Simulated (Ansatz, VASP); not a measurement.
# One calculation of Y, two programs

```xyz
2
Lattice="3.5992 0.0000 0.0000 -1.7996 3.1170 0.0000 0.0000 0.0000 5.5817" Properties=species:S:1:pos:R:3 pbc="T T T"
Y     0.0000    2.0780    1.3954
Y     1.7996    1.0390    4.1863
```

Alike in both runs: functional PBEsol; k mesh 15 × 15 × 8; occupations gaussian, width 0.1 eV; no spin polarisation.

Ansatz relaxed the structure, and its values are those at the end. VASP's run is a single point on that final structure, the one shown.

|  | VASP | Ansatz |
| --- | --- | --- |
| version | VASP 6.6.1 | Ansatz 0.2.0 |
| potentials or method | VASP PAW PBE potentials, release 64 (Y_sv), cutoff 520 eV | scalar-relativistic, plane waves, PAW |
| valence electrons in the cell | 22 | 22 |

Ansatz gave:

* gap on the k mesh at the Fermi level (eV): none
* pressure (GPa): 0.0

Task: What did VASP give for the same quantities?

Result: gap on the k mesh at the Fermi level (eV): none; pressure (GPa): -0.1.

VASP's potentials were made for PBE, not for PBEsol. A gap of «none» marks a metal or a gap that the smearing closes.
